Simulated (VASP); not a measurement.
Set up this calculation in VASP 6.6.1, as the native input.

```yaml
Task: single point
Functional: PBE
Potentials_or_basis: VASP PAW PBE potentials, release 64 (P, Bi_d, In_d)
Cutoff: 520 eV
k_mesh: 6 × 6 × 2
Occupations: fermi-dirac, width 0.02 eV
Spin: no spin polarisation
Dipole_correction: no
Further_INCAR_settings: ALGO = Normal; EDIFF = 1e-06; NBANDS = 41
```

The structure of In3BiP2 lies in POSCAR:

```
In3BiP2
1.0
    4.4483990161      0.0000000000      0.0000000000
   -2.2241995080      3.8524265541      0.0000000000
    0.0000000000      0.0000000000     11.0349235405
P Bi In
2 1 3
Direct
    0.0000000000      0.0000000000      0.0146825209
    0.3333333333      0.6666666667      0.3221155068
    0.6666666667      0.3333333333      0.6606754590
    0.3333333333      0.6666666667      0.0834792451
    0.6666666667      0.3333333333      0.3893527818
    0.0000000000      0.0000000000      0.7796944864
```

One way to write it, as run:

INCAR

```
ALGO = Normal
EDIFF = 1E-6
ENCUT = 520
GGA = PE
ISIF = 2
ISMEAR = -1
LASPH = T
LCHARG = T
LELF = T
LREAL = F
LVHAR = T
LWAVE = F
NBANDS = 41
NELM = 100
PREC = Accurate
SIGMA = 0.02
```

KPOINTS

```
k-points
0
Gamma
  6 6 2
```

Potentials or basis: VASP PAW PBE potentials, release 64 (P, Bi_d, In_d).

Launch:

```sh
$ cat potpaw_PBE.64/P/POTCAR potpaw_PBE.64/Bi_d/POTCAR potpaw_PBE.64/In_d/POTCAR > POTCAR
$ mpirun -np 1 vasp_std > vasp.out
```

It gave:

```yaml
Pressure: -1.3 GPa
Largest_force: 0.069 eV/Å
Band_gap_on_the_k_mesh: 0.12 eV (least direct gap 0.38 eV)
```

Caveat: spin-orbit coupling is left out, which moves the levels of the heavy elements.

Run time: 62 s on 1 thread of Intel(R) Xeon(R) 6975P-C (Granite Rapids), with other jobs on the host, peak memory 0.37 GiB.
